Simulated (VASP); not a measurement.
# GaN (Fm-3m) in VASP: a series of runs

Runs on GaN. Level: r2SCAN. Tasks: single point.

Everything below comes from runs of VASP 6.6.1. Logs are shortened: lines on timing, memory, paths and dates and some standing lists are left out, and cuts for length are marked.

## 1. The cell of the first run

It takes space group Fm-3m (No. 225, cubic). Conventional cell: a = 4.340 Å, b = 4.340 Å, c = 4.340 Å, α = 90.00°, β = 90.00°, γ = 90.00°. Ga (site symmetry m-3m) has 6 N at 2.17 Å within 2.9 Å. Within 2.9 Å of N (site symmetry m-3m) lie 6 Ga at 2.17 Å.

## 2. Single point, r2SCAN

File POSCAR:

```
GaN
1.0
    0.0000000000      2.1702450749      2.1702450749
    2.1702450749      0.0000000000      2.1702450749
    2.1702450749      2.1702450749      0.0000000000
Ga N
1 1
Direct
    0.0000000000      0.0000000000      0.0000000000
    0.5000000000      0.5000000000      0.5000000000
```

File INCAR.step1:

```
PREC = Accurate
ENCUT = 520
ISMEAR = 0
SIGMA = 0.01
LREAL = F
LASPH = T
NELM = 80
NBANDS = 16
GGA = PE
ALGO = Normal
EDIFF = 1E-4
LWAVE = T
LCHARG = F
```

File INCAR.step2:

```
PREC = Accurate
ENCUT = 520
EDIFF = 1E-6
ISMEAR = 0
SIGMA = 0.01
LREAL = F
LASPH = T
NELM = 80
ALGO = Normal
ISIF = 2
LWAVE = F
LCHARG = T
METAGGA = R2SCAN
LMIXTAU = T
LELF = T
LVHAR = T
NBANDS = 16
ISTART = 1
```

File KPOINTS:

```
regular mesh
0
Gamma
  8 8 8
```

Potentials or basis: VASP PAW PBE potentials, release 64 (Ga_d, N).

Launch:

```bash
$ cat potpaw_PBE.64/Ga_d/POTCAR potpaw_PBE.64/N/POTCAR > POTCAR
$ cp INCAR.step1 INCAR
$ mpirun -np 1 vasp_std > vasp.out
$ cp INCAR.step2 INCAR
$ mpirun -np 1 vasp_std > vasp.out
```

OUTCAR:

```text
PREC = Accurate
   ENCUT = 520
   EDIFF = 1E-6
   ISMEAR = 0
   LREAL = F
   LASPH = T
   NELM = 80
   ISIF = 2
   METAGGA = R2SCAN
   ISTART = 1

 ion  position               nearest neighbor table
   1  0.000  0.000  0.000-   2 2.17   2 2.17   2 2.17   2 2.17   2 2.17   2 2.17
   2  0.500  0.500  0.500-   1 2.17   1 2.17   1 2.17   1 2.17   1 2.17   1 2.17

  LATTYP: Found a face centered cubic cell.
 ALAT       =     4.3404901498

  Lattice vectors:

 A1 = (   0.0000000000,   2.1702450749,   2.1702450749)
 A2 = (   2.1702450749,   0.0000000000,   2.1702450749)
 A3 = (   2.1702450749,   2.1702450749,   0.0000000000)

Analysis of symmetry for initial positions (statically):
=====================================================================
 Subroutine PRICEL returns:
 Original cell was already a primitive cell.

 Routine SETGRP: Setting up the symmetry group for a
 face centered cubic supercell.

 Subroutine GETGRP returns: Found 48 space group operations
 (whereof 48 operations were pure point group operations)
 out of a pool of 48 trial point group operations.

The static configuration has the point symmetry O_h .

Analysis of symmetry for dynamics (positions and initial velocities):
=====================================================================
 Subroutine PRICEL returns:
 Original cell was already a primitive cell.

 Routine SETGRP: Setting up the symmetry group for a
 face centered cubic supercell.

 Subroutine GETGRP returns: Found 48 space group operations
 (whereof 48 operations were pure point group operations)
 out of a pool of 48 trial point group operations.

The dynamic configuration has the point symmetry O_h .

 Subroutine INISYM returns: Found 48 space group operations
 (whereof 48 operations are pure point group operations),
 and found     1 'primitive' translations

----------------------------------------------------------------------------------------

                                     Primitive cell

  volume of cell :      20.4436

  direct lattice vectors                    reciprocal lattice vectors
     0.000000000  2.170245075  2.170245075    -0.230388727  0.230388727  0.230388727
     2.170245075  0.000000000  2.170245075     0.230388727 -0.230388727  0.230388727
     2.170245075  2.170245075  0.000000000     0.230388727  0.230388727 -0.230388727

  length of vectors
     3.069190019  3.069190019  3.069190019     0.399044981  0.399044981  0.399044981

  position of ions in fractional coordinates (direct lattice)
     0.000000000  0.000000000  0.000000000
     0.500000000  0.500000000  0.500000000

  ion indices of the primitive-cell ions
   primitive index   ion index
                 1           1
                 2           2

----------------------------------------------------------------------------------------

 KPOINTS: regular mesh

Automatic generation of k-mesh.
 Grid dimensions read from file:
 generate k-points for:    8    8    8

 Generating k-lattice:

  Cartesian coordinates                     Fractional coordinates (reciprocal lattice)
    -0.028798591  0.028798591  0.028798591     0.125000000  0.000000000  0.000000000
     0.028798591 -0.028798591  0.028798591     0.000000000  0.125000000  0.000000000
     0.028798591  0.028798591 -0.028798591     0.000000000  0.000000000  0.125000000

  Length of vectors
     0.049880623  0.049880623  0.049880623

  Shift w.r.t. Gamma in fractional coordinates (k-lattice)
     0.000000000  0.000000000  0.000000000

 Subroutine IBZKPT returns following result:
 ===========================================

 Found     29 irreducible k-points:

 Following reciprocal coordinates:
            Coordinates               Weight
  0.000000  0.000000  0.000000      1.000000
  0.125000  0.000000  0.000000      8.000000
  0.250000  0.000000  0.000000      8.000000
  0.375000  0.000000  0.000000      8.000000
  0.500000  0.000000  0.000000      4.000000
  0.125000  0.125000  0.000000      6.000000
[... 16 lines left out ...]
  0.500000  0.250000  0.125000     48.000000
 -0.375000  0.250000  0.125000     24.000000
 [... further k-points ...]
   k-points           NKPTS =     29   k-points in BZ     NKDIM =     29   number of bands    NBANDS=     16
   number of dos      NEDOS =    301   number of ions     NIONS =      2
   total plane-waves  NPLWV =  13824
   dimension x,y,z NGX =    24 NGY =   24 NGZ =   24
   dimension x,y,z NGXF=    48 NGYF=   48 NGZF=   48
   ions per type =               1   1
   NGX,Y,Z   is equivalent  to a cutoff of  13.00, 13.00, 13.00 a.u.
   NGXF,Y,Z  is equivalent  to a cutoff of  26.00, 26.00, 26.00 a.u.
 SYSTEM =  unknown system
   PREC   = accura    normal or accurate (medium, high low for compatibility)
   ISTART =      1    job   : 0-new  1-cont  2-samecut
   ICHARG =      0    charge: 1-file 2-atom 10-const
   ISPIN  =      1    spin polarized calculation?
   LNONCOLLINEAR =      F non collinear calculations
   LSORBIT =      F    spin-orbit coupling
   LASPH  =      T    aspherical Exc in radial PAW
   ENCUT  =  520.0 eV  38.22 Ry    6.18 a.u.   5.71  5.71  5.71*2*pi/ulx,y,z
   NELM   =     80;   NELMIN=  2; NELMDL=  0     # of ELM steps
   EDIFF  = 0.1E-05   stopping-criterion for ELM
   LREAL  =      F    real-space projection
   EDIFFG = 0.1E-04   stopping-criterion for IOM
   NSW    =      0    number of steps for IOM
   IBRION =     -1    ionic relax: 0-MD 1-quasi-New 2-CG
   NFREE  =      0    steps in history (QN), initial steepest desc. (CG)
   ISIF   =      2    stress and relaxation
   ISYM   =      2    0-nonsym 1-usesym 2-fastsym
   POTIM  = 0.5000    time-step for ionic-motion
   TEBEG  =    0.0;   TEEND  =   0.0 temperature during run
   PSTRESS=    0.0 pullay stress
   NELECT =      18.0000    total number of electrons
   NUPDOWN=      -1.0000    fix difference up-down
   EMIN   =  10.00;   EMAX   =-10.00  energy-range for DOS
   EFERMI =   0.00;   METHOD = LEGACY
   ISMEAR =     0;   SIGMA  =   0.01  broadening in eV -4-tet -1-fermi 0-gaus
   EFERMI_NEDOS =   21; number of points for ismear=-14 and -15
   IALGO  =     38    algorithm
   IMIX   =      4    mixing-type and parameters
     AMIX     =   0.40;   BMIX     =  1.00
     AMIX_MAG =   1.60;   BMIX_MAG =  1.00
  volume/ion in A,a.u.               =      10.22        68.98
  Fermi-wavevector in a.u.,A,eV,Ry     =   1.569087  2.965144 33.497985  2.462032
  Thomas-Fermi vector in A             =   2.671021
   LORBIT       =      0    0 simple, 1 ext, 2 COOP (PROOUT), +10 PAW based schemes
   METAGGA = R2SCAN    functional components
   LHFCALC =     F    Hartree Fock is set to
   AEXX    =    0.0000 exact exchange contribution
   IVDW    =     0    specifies the selected vdW correction
   LEPSILON=     F    determine dielectric tensor
   LRPA    =     F    only Hartree local field effects (RPA)
 non-spin polarized calculation
 Gauss-broadening in eV      SIGMA  =   0.01
  energy-cutoff  :      520.00
  volume of cell :       20.44
 maximum number of plane-waves:       568
   NGX = 11   NGY = 11   NGZ = 11

 number of electron      17.9999987 magnetization

 Free energy of the ion-electron system (eV)
  ---------------------------------------------------
  ext. energy  EPLUGINS =         0.00000000
  ---------------------------------------------------
  free energy    TOTEN  =       -20.88610524 eV

  energy without entropy =      -20.88610524  energy(sigma->0) =      -20.88610524

 E-fermi :   6.7807     XC(G=0): -13.6681

 val. band max:        6.6901088095   @ k =  -0.2500   0.1250   0.0000
 cond. band min:       7.2886090252   @ k =   0.5000   0.5000   0.0000
 fundamental gap:      0.5985002156
 Fermi energy:         6.7807228644

 k-point     1 :       0.0000    0.0000    0.0000
  band No.  band energies     occupation
      1     -10.5920      2.00000
      2      -7.7499      2.00000
      3      -7.7499      2.00000
      4      -7.7499      2.00000
      5      -7.6953      2.00000
      6      -7.6953      2.00000
[... 8 lines left out ...]
     15      22.4426      0.00000
     16      22.4426      0.00000

 k-point     2 :       0.1250    0.0000    0.0000
  band No.  band energies     occupation
      1     -10.3131      2.00000
      2      -7.7575      2.00000
      3      -7.7455      2.00000
      4      -7.7455      2.00000
      5      -7.7036      2.00000
      6      -7.7035      2.00000
[... 8 lines left out ...]
     15      22.9738      0.00000
     16      22.9739      0.00000

 k-point     3 :       0.2500    0.0000    0.0000
  band No.  band energies     occupation
      1      -9.5337      2.00000
      2      -7.8005      2.00000
      3      -7.8004      2.00000
      4      -7.7754      2.00000
      5      -7.6572      2.00000
      6      -7.6571      2.00000
[... 8 lines left out ...]
     15      24.7095      0.00000
     16      24.7096      0.00000

 k-point     4 :       0.3750    0.0000    0.0000
  band No.  band energies     occupation
      1      -8.4998      2.00000
      2      -7.8648      2.00000
      3      -7.8647      2.00000
      4      -7.7954      2.00000
      5      -7.6002      2.00000
      6      -7.6001      2.00000
[... 8 lines left out ...]
     15      27.3991      0.00000
     16      27.3993      0.00000
[... 324 lines left out ...]
 k-point    22 :       0.3750    0.2500    0.1250
  band No.  band energies     occupation
      1      -9.2231      2.00000
      2      -7.7954      2.00000
      3      -7.7565      2.00000
      4      -7.7037      2.00000
      5      -7.6510      2.00000
      6      -7.3926      2.00000
[... 8 lines left out ...]
     15      28.0161      0.00000
     16      28.3783      0.00000

 k-point    23 :       0.5000    0.2500    0.1250
  band No.  band energies     occupation
      1      -8.8713      2.00000
      2      -7.8114      2.00000
      3      -7.7778      2.00000
      4      -7.7010      2.00000
      5      -7.5946      2.00000
      6      -6.7751      2.00000
[... 8 lines left out ...]
     15      27.9888      0.00000
     16      29.4774      0.00000

 k-point    24 :      -0.3750    0.2500    0.1250
  band No.  band energies     occupation
      1      -8.7706      2.00000
      2      -7.8351      2.00000
      3      -7.7727      2.00000
      4      -7.7010      2.00000
      5      -7.5710      2.00000
      6      -6.3285      2.00000
[... 8 lines left out ...]
     15      25.7549      0.00000
     16      30.4455      0.00000

 [... further k-points ...]
[... 5 lines left out ...]
  --------------------------------------------------------------------------------------
  -------------------------------------------------------------------------------------
  Total       -2.1377907     -2.1377907     -2.1377907      0.0000000      0.0000000     -0.0000000
  in kB     -167.5403570   -167.5403570   -167.5403570      0.0000000      0.0000000     -0.0000000
  external PRESSURE =    -167.5403570 kB  Pullay stress =       0.0000000 kB

 VOLUME and BASIS-vectors are now :
 -----------------------------------------------------------------------------
  energy-cutoff  :      520.00
  volume of cell :       20.44
      direct lattice vectors                 reciprocal lattice vectors
     0.000000000  2.170245075  2.170245075    -0.230388727  0.230388727  0.230388727
     2.170245075  0.000000000  2.170245075     0.230388727 -0.230388727  0.230388727
     2.170245075  2.170245075  0.000000000     0.230388727  0.230388727 -0.230388727

 POSITION                                       TOTAL-FORCE (eV/Angst)
 -----------------------------------------------------------------------------------
      0.00000      0.00000      0.00000        -0.000000     -0.000000      0.000000
      2.17025      2.17025      2.17025         0.000000      0.000000      0.000000
 -----------------------------------------------------------------------------------
    total drift:                                0.000000     -0.000000     -0.000000

  FREE ENERGIE OF THE ION-ELECTRON SYSTEM (eV)
  ---------------------------------------------------
  free  energy   TOTEN  =       -20.8861052356 eV

  energy  without entropy=      -20.8861052356  energy(sigma->0) =      -20.88610524
```

Run time: 15 s. Hardware: 1 thread of Intel Xeon 6975P-C (Granite Rapids), shared host; peak memory 0.14 GiB.

Results:

```
Free energy            : -20.8861 eV
Pressure               : -16.8 GPa
Band gap on the k mesh : 0.60 eV, indirect (least direct gap 2.31 eV)
```

Levels at points of the mesh, in eV from the valence-band top:
```
           k point  band 7  band 8  band 9  band 10  band 11  band 12
(0.00, 0.00, 0.00)   -0.42   -0.42   -0.42     1.88    15.00    15.00
(0.50, 0.00, 0.00)   -7.91   -0.16   -0.16     5.02     9.25     9.34
(0.50, 0.50, 0.00)   -6.61   -2.81   -2.81     0.60     8.41    12.23
```

Caveat: the PAW data sets were made with another functional, which shifts forces and pressure a little.

(Part 1 of 2 ends here.)
